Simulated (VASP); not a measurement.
Runs of VASP 6.6.1 on WS4. The structure is that of space group P3m1 (No. 156), or close to it. The cells are those of the table. 

```csv
cell,smearing,dipole correction,electric field (eV/Å),gap on the mesh (eV),largest force (eV/Å)
"a = 3.148, b = 3.148, c = 24.608 Å, angles 90.0, 90.0, 120.0°, 5 atoms",gaussian 0.05 eV,yes,0.1,none,0.07
"a = 3.148, b = 3.148, c = 12.608 Å, angles 90.0, 90.0, 120.0°, 5 atoms",gaussian 0.05 eV,yes,-,none,0.35
"a = 3.148, b = 3.148, c = 24.608 Å, angles 90.0, 90.0, 120.0°, 5 atoms",gaussian 0.05 eV,yes,-,none,0.07
"a = 3.148, b = 3.148, c = 24.608 Å, angles 90.0, 90.0, 120.0°, 5 atoms",fermi-dirac 0.3 eV,yes,-,none,0.12
"a = 3.148, b = 3.148, c = 14.608 Å, angles 90.0, 90.0, 120.0°, 5 atoms",gaussian 0.05 eV,no,-,none,(a)
```

Alike in all rows: task single point; level PBEsol; potentials or basis VASP PAW PBE potentials, release 64 (S, W_sv); no spin polarisation; k mesh 9 × 9 × 1; cutoff (eV) 520.

Estimate the missing entries.

(a) 0.06.

Caveats: some runs use coarse meshes; the PAW data sets were made with another functional, which shifts forces and pressure a little; spin-orbit coupling is left out, which moves the levels of the heavy elements.

A k mesh can miss the band edges, and the runs leave out spin-orbit coupling on W.

A gap of «none» marks levels without a gap at the run's occupations.
